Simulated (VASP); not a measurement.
InSb, 2 atoms in the cell. It takes space group I-4m2 (No. 119, tetragonal). The conventional cell has a = 4.581 Å, b = 4.581 Å, c = 5.960 Å, α = 90.00°, β = 90.00°, γ = 90.00°. Within 3.6 Å of In (site symmetry -4m2) lie 4 Sb at 2.73 Å. Sb (site symmetry -4m2) has 4 In at 2.73 Å within 3.6 Å.  This cell differs from its parent crystal: strain +0.000 along x and y, -0.080 along z.

```yaml
Program: VASP 6.6.1
Task: single point
Functional: PBEsol
Potentials_or_basis: VASP PAW PBE potentials, release 64 (In_d, Sb)
Cutoff: 520 eV
k_mesh: 12 × 12 × 12
Occupations: gaussian, width 0.15 eV
Spin: no spin polarisation
Dipole_correction: no
Further_INCAR_settings: ALGO = Normal; EDIFF = 1e-07; NBANDS = 16
```

Potentials or basis: VASP PAW PBE potentials, release 64 (In_d, Sb).

The run is started by

```sh
$ cat potpaw_PBE.64/In_d/POTCAR potpaw_PBE.64/Sb/POTCAR > POTCAR
$ mpirun -np 1 vasp_std > vasp.out
```

Hardware: 1 thread of Intel Xeon 6975P-C, with other jobs on the host.

Q: Estimate the wall time of this run.

A: It took 2.3 min on 1 thread of Intel Xeon 6975P-C, on a shared host, peak memory 0.33 GiB. Counts: scf iterations 14, k points 163.
